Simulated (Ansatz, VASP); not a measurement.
## Rh in VASP and in Ansatz

```
CELL_PARAMETERS angstrom
0.00000 1.89009 1.89009
1.89009 0.00000 1.89009
1.89009 1.89009 0.00000
ATOMIC_POSITIONS crystal
Rh 0.00000 0.00000 0.00000
```

Alike in both runs: task single point; functional r2SCAN; k mesh 18 × 18 × 18; occupations gaussian, width 0.1 eV; no spin polarisation.

|  | VASP | Ansatz |
| --- | --- | --- |
| version | VASP 6.6.1 | Ansatz 0.2.0 |
| potentials or method | VASP PAW PBE potentials, release 64 (Rh_sv_GW), cutoff 680 eV | scalar-relativistic, plane waves, PAW |
| valence electrons in the cell | 17 | 17 |

```tsv
	VASP	Ansatz	Ansatz less VASP
gap on the k mesh at the Fermi level (eV)	none	none	-
pressure (GPa)	4.6	4.6	-0.03
```

VASP's potentials were made for PBE, not for r2SCAN. A gap of «none» marks a metal or a gap that the smearing closes.
